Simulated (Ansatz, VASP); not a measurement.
## Cs: VASP beside Ansatz

INCAR

```
PREC = Accurate
ENCUT = 520
EDIFF = 1E-6
ISMEAR = -1
SIGMA = 0.08
LREAL = False
LASPH = True
NELM = 80
ALGO = Normal
ISIF = 2
LWAVE = False
LCHARG = False
GGA = PE
NBANDS = 16
```

Contents of KPOINTS:

```
regular mesh
0
Gamma
  6 6 6
```

File POSCAR:

```
Cs
1.0
    0.0000000000      4.5358717732      4.5358717732
    4.5358717732      0.0000000000      4.5358717732
    4.5358717732      4.5358717732      0.0000000000
Cs
2
Direct
   -0.1250000000     -0.1250000000     -0.1250000000
    0.1250000000      0.1250000000      0.1250000000
```

Input for Ansatz:

```yaml
crystal:
  lattice:
    - [0.0, 4.5358717732, 4.5358717732]
    - [4.5358717732, 0.0, 4.5358717732]
    - [4.5358717732, 4.5358717732, 0.0]
  atoms:
    - { symbol: Cs, position: [-0.125, -0.125, -0.125] }
    - { symbol: Cs, position: [0.125, 0.125, 0.125] }
kpoints:
  mp_grid: { grid: [6, 6, 6] }
scf:
  occupations: { method: fermi_dirac, width: 0.08 }
hamiltonian:
  xc: pbe
  pseudopotentials: { kind: all_electron, lapw: { basis_error: 0.001 } }
output:
  forces: true
  stress: true
  eigenvalues: true
  populations: true
```

Change from the starting cell: volume scaled by 0.5, LAPW.

Alike in both runs: task single point; functional PBE; k mesh 6 × 6 × 6; occupations fermi-dirac, width 0.08 eV; no spin polarisation.

|  | VASP | Ansatz |
| --- | --- | --- |
| version | VASP 6.6.1 | Ansatz 0.2.0 |
| potentials or method | VASP PAW PBE potentials, release 64 (Cs_sv), cutoff 520 eV | all-electron LAPW, scalar-relativistic |

```csv
,VASP,Ansatz,Ansatz less VASP
pressure (GPa),1.0,1.0,0.00
```

Ansatz ran all-electron here, and VASP with PAW potentials.

Neither program's run includes spin-orbit coupling.
